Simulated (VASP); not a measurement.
Set up this calculation in VASP 6.6.1, as the native input.

```
Task                   : single point
Functional             : PBE
Dispersion             : D3(BJ)
Potentials or basis    : VASP PAW PBE potentials, release 64 (Zn, O)
Cutoff                 : 520 eV
k mesh                 : 12 × 12 × 6
Occupations            : gaussian, width 0.05 eV
Spin                   : no spin polarisation
Dipole correction      : no
Further INCAR settings : ALGO = Normal; EDIFF = 1e-07; NBANDS = 26
```

The structure of ZnO lies in POSCAR:

```
ZnO
1.0
    3.1641364593      0.0000000000      0.0000000000
   -1.5820682296      2.7402225548      0.0000000000
    0.0000000000      0.0000000000      6.5735385935
Zn O
2 2
Direct
    0.0000000000      0.0000000000      0.7500000000
    0.0000000000      0.0000000000      0.2500000000
    0.3333333333      0.6666666667      0.2500000000
    0.6666666667      0.3333333333      0.7500000000
```

This cell differs from its parent crystal: ratio of the length along z to the lengths across it x 1.1, volume and fractional coordinates fixed.

The input as run:

INCAR

```
PREC = Accurate
ENCUT = 520
EDIFF = 1E-7
ISMEAR = 0
SIGMA = 0.05
LREAL = F
LASPH = T
NELM = 100
ALGO = Normal
ISIF = 2
LWAVE = F
LCHARG = F
GGA = PE
IVDW = 12
NBANDS = 26
```

KPOINTS

```
regular mesh
0
Gamma
  12 12 6
```

Potentials or basis: VASP PAW PBE potentials, release 64 (Zn, O).

Launch:

```sh
$ cat potpaw_PBE.64/Zn/POTCAR potpaw_PBE.64/O/POTCAR > POTCAR
$ mpirun -np 1 vasp_std > vasp.out
```

It gave:

The pressure is 12.1 GPa and the band gap on the k mesh is 0.79 eV. The dispersion energy per atom is -0.186 eV.

Caveat: the stress differs along the axes, from -1 to 19 GPa; semilocal functionals underestimate gaps, and a narrow one can read as zero.

Wall time 2.5 min on 1 thread of Intel Xeon 8259CL (shared host), peak memory 0.25 GiB.
